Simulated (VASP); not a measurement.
## InSb: single point with PBE

The system is InSb.

```
CELL_PARAMETERS angstrom
-2.90885 2.90885 1.81190
2.90885 -2.90885 1.81190
2.90885 2.90885 -1.81190
ATOMIC_POSITIONS crystal
In 0.25000 0.75000 0.50000
Sb 0.00000 0.00000 0.00000
```

| Property | Result |
| --- | --- |
| Program | VASP 6.6.1 |
| Task | single point |
| Functional | PBE |
| Potentials or basis | VASP PAW PBE potentials, release 64 (In_d, Sb) |
| Cutoff | 520 eV |
| k mesh | 16 × 16 × 16 |
| Occupations | gaussian, width 0.15 eV |
| Spin | no spin polarisation |

The pressure is -2.0 GPa and the band gap on the k mesh is zero (bands 9 and 10 overlap by 3.92 eV).

Stress tensor (GPa, compression positive):
```
-1.09  0.00  0.00
 0.00 -1.09  0.00
 0.00  0.00 -3.96
```

Levels at points of the mesh, in eV from the Fermi level:
| k point | band 7 | band 8 | band 9 | band 10 | band 11 | band 12 |
| --- | --- | --- | --- | --- | --- | --- |
| (0.00, 0.00, 0.00) | -2.48 | -1.42 | -1.42 | 2.75 | 3.84 | 6.36 |
| (0.50, 0.00, 0.00) | -4.86 | -1.88 | -1.53 | -0.88 | 2.52 | 3.06 |
| (0.50, 0.50, 0.00) | -6.78 | 0.03 | 1.51 | 2.27 | 2.55 | 3.25 |
| (0.50, 0.50, 0.50) | -4.79 | -4.05 | -4.05 | 1.67 | 3.61 | 9.12 |

It took 5.1 min on 1 thread of AMD EPYC 7R13 Processor (Zen 3) (shared host), peak memory 0.45 GiB.

Caveat: spin-orbit coupling is left out, which moves the levels of the heavy elements.
